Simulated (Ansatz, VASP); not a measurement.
# Ti: VASP beside Ansatz

```
Ti
1.0
     2.93784    0.00000    0.00000
    -1.46892    2.54425    0.00000
     0.00000    0.00000    4.65340
Ti
2
Direct
  0.33333 0.66667 0.25000
  0.66667 0.33333 0.75000
```

Alike in both runs: functional PBE; k mesh 13 × 13 × 7; no spin polarisation.

Ansatz relaxed the structure, and its values are those at the end. VASP's run is a single point on that final structure, the one shown.

```csv
,VASP,Ansatz
version,VASP 6.6.1,Ansatz 0.2.0
potentials or method,"VASP PAW PBE potentials, release 64 (Ti_sv)","plane waves, PAW"
plane-wave cutoff (eV),520,420
occupations,"methfessel-paxton of order 1, width 0.1 eV","cold, width 0.1 eV"
valence electrons in the cell,24,24
```

|  | VASP | Ansatz | Ansatz less VASP |
| --- | --- | --- | --- |
| pressure (GPa) | -0.2 | 0.0 | +0.23 |
